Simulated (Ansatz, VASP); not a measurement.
# Zr2SbN: VASP beside Ansatz

```xyz
4
Lattice="3.7234 0.0000 0.0000 0.0000 3.7234 0.0000 0.0000 0.0000 5.2951" Properties=species:S:1:pos:R:3 pbc="T T T"
Zr    0.0000    0.0000    0.0000
Zr    1.8617    1.8617    2.6475
Sb    0.0000    0.0000    2.6475
N     1.8617    1.8617    0.0000
```

Alike in both runs: functional LDA; k mesh 12 × 12 × 8; occupations fermi-dirac, width 0.15 eV; no spin polarisation.

Ansatz relaxed the structure, and its values are those at the end. VASP's run is a single point on that final structure, the one shown.

|  | VASP | Ansatz |
| --- | --- | --- |
| version | VASP 6.6.1 | Ansatz 0.2.0 |
| potentials or method | VASP PAW LDA potentials, release 64 (Zr_sv, Sb, N), cutoff 520 eV | scalar-relativistic, plane waves, PAW |
| valence electrons in the cell | 34 | 44 |

Ansatz gave:

* gap on the k mesh at the Fermi level (eV): none
* pressure (GPa): 0.0

Q: Which values does VASP return?

A: gap on the k mesh at the Fermi level (eV): none; pressure (GPa): 0.3.

LDA's correlation is that of Perdew and Zunger in VASP and of Perdew and Wang (1992) in Ansatz. A gap of «none» marks a metal or a gap that the smearing closes. VASP's potentials hold 34 valence electrons a cell and Ansatz's 44, so a difference there can come from the potentials and not from the codes.

Neither program's run includes spin-orbit coupling.
